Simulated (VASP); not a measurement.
Ti: single point with LDA

Crystal: Ti.

```xyz
1
Lattice="0.0609 2.0604 2.0604 2.0604 0.0609 2.0604 2.0604 2.0604 0.0609" Properties=species:S:1:pos:R:3 pbc="T T T"
Ti    0.0000    0.0000    0.0000
```

This cell differs from its parent crystal: equal xy, yz and zx shear strains of +3 %.

```yaml
Program: VASP 6.6.1
Task: single point
Functional: LDA
Potentials_or_basis: VASP PAW LDA potentials, release 64 (Ti_sv)
Cutoff: 520 eV
k_mesh: 15 × 15 × 15
Occupations: fermi-dirac, width 0.05 eV
Spin: no spin polarisation
```

```json
{"Pressure": "-4.9 GPa", "Band gap on the k mesh": "zero (band 6 reaches 9.11 eV, above the bottom of band 7 at 8.04 eV)"}
```

Stress tensor (GPa, compression positive):
```
-4.93 -1.50 -1.50
-1.50 -4.93 -1.50
-1.50 -1.50 -4.93
```

Levels at points of the mesh, in eV from the Fermi level:
```
           k point  band 4  band 5  band 6  band 7  band 8  band 9
(0.00, 0.00, 0.00)  -32.12   -6.11    0.54    1.00    1.00    2.57
```

It took 3.2 min on 1 thread of AMD EPYC 7R13, on a shared host, peak memory 0.15 GiB.

Caveat: the cell differs from its parent crystal (equal xy, yz and zx shear strains of +3 %).
